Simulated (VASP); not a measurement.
Runs of VASP 6.6.1 on Al2Pt. The structure is that of space group Fm-3m (No. 225), or close to it. The cells are those of the table. 

```csv
level,cell,gap on the mesh (eV),pressure (GPa)
r2SCAN,"a = 4.022 Å, angles 60.0°, 3 atoms",none,(b)
PBE,"a = 4.387 Å, angles 60.0°, 3 atoms",none,-12.5
PBE,"a = 4.263 Å, angles 60.0°, 3 atoms",none,-5.0
PBE,"a = 4.222 Å, angles 60.0°, 3 atoms",none,(c)
PBE,"a = 4.038 Å, angles 60.0°, 3 atoms",none,20.4
PBE,"a = 4.240 Å, angles 60.0°, 3 atoms",none,-3.2
PBE,"a = 4.375 Å, angles 60.0°, 3 atoms",none,-11.9
PBE,"a = 4.090 Å, angles 60.0°, 3 atoms",none,(a)
PBE,"a = 4.270 Å, angles 60.0°, 3 atoms",none,-5.6
PBE,"a = 4.345 Å, angles 60.0°, 3 atoms",none,-10.4
```

Alike in all rows: task single point; potentials or basis VASP PAW PBE potentials, release 64 (Al, Pt); no spin polarisation; k mesh 12 × 12 × 12; cutoff (eV) 520; smearing gaussian 0.1 eV.

Task: Fill in the values left out.

Result: (a) 12.8; (b) 20.1; (c) -1.7.

Caveats: spin-orbit coupling is left out, which moves the levels of the heavy elements; the cell stands under tension (at least some runs); the cell stands under pressure (at least some runs); the PAW data sets were made with another functional, which shifts forces and pressure a little (at least some runs).

A k mesh can miss the band edges, and the runs leave out spin-orbit coupling on Pt.

A gap of «none» marks levels without a gap at the run's occupations.
